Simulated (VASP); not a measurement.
Ta16H (a cell with a defect): single point with PBE

Ta16H (a cell with a defect):

```
Ta H
1.0
     6.62000    0.00000    0.00000
     0.00000    6.62000    0.00000
     0.00000    0.00000    6.62000
Ta H
16 1
Direct
  0.99136 0.00019 0.99098
  0.50133 0.00019 0.99840
  0.99903 0.50019 0.99865
  0.99878 0.00019 0.50095
  0.25365 0.26558 0.25326
  0.50046 0.50019 0.00028
  0.50112 0.00019 0.50073
  0.74934 0.24961 0.24885
  0.00066 0.50019 0.50008
  0.25365 0.73480 0.25326
  0.24923 0.24961 0.74896
  0.50178 0.50019 0.50140
  0.74934 0.75077 0.24885
  0.74858 0.24650 0.74820
  0.24923 0.75077 0.74896
  0.74858 0.75388 0.74820
  0.19227 0.00019 0.19186
```

| Item | Value |
| --- | --- |
| Program | VASP 6.6.1 |
| Task | single point |
| Functional | PBE |
| Potentials or basis | VASP PAW PBE potentials, release 64 (Ta_pv, H) |
| Cutoff | 520 eV |
| k mesh | 3 × 3 × 3 |
| Occupations | gaussian, width 0.1 eV |
| Spin | no spin polarisation |
| Dipole correction | no |
| Further INCAR settings | LREAL = Auto; ALGO = Normal; EDIFF = 1e-06; NBANDS = 102 |

```json
{
  "Pressure": "4.0 GPa",
  "Largest force": "0.023 eV/Å",
  "Band gap on the k mesh": "zero (an odd number of electrons rules out a gap without spin polarisation)"
}
```

Forces in eV/Å, atoms in the order of the input:
```
Ta  -0.016  0.000 -0.015
Ta   0.007  0.000 -0.007
Ta  -0.004  0.000 -0.004
Ta  -0.008  0.000  0.008
Ta   0.002  0.023  0.002
Ta   0.000  0.000 -0.004
Ta   0.009  0.000  0.009
Ta   0.005  0.008  0.000
Ta  -0.003  0.000 -0.001
Ta   0.002 -0.023  0.002
Ta   0.000  0.008  0.005
Ta   0.002  0.000  0.002
Ta   0.005 -0.008  0.000
Ta   0.000  0.000  0.000
Ta   0.000 -0.008  0.005
Ta   0.000  0.000  0.000
H   -0.001  0.000 -0.001
```

Stress tensor (GPa, compression positive):
```
3.62 0.00 0.44
0.00 4.66 0.00
0.44 0.00 3.62
```

Levels at points of the mesh, in eV from the Fermi level:
```
           k point  band 85  band 86  band 87  band 88  band 89  band 90  band 91  band 92
(0.00, 0.00, 0.00)     0.81     1.11     1.15     1.18     1.22     1.23     1.26     1.30
```

Run time: 9.8 min on 1 thread of Oxide Virtual Turin-like Processor, on a shared host, peak memory 0.43 GiB.

Caveat: spin-orbit coupling is left out, which moves the levels of the heavy elements.
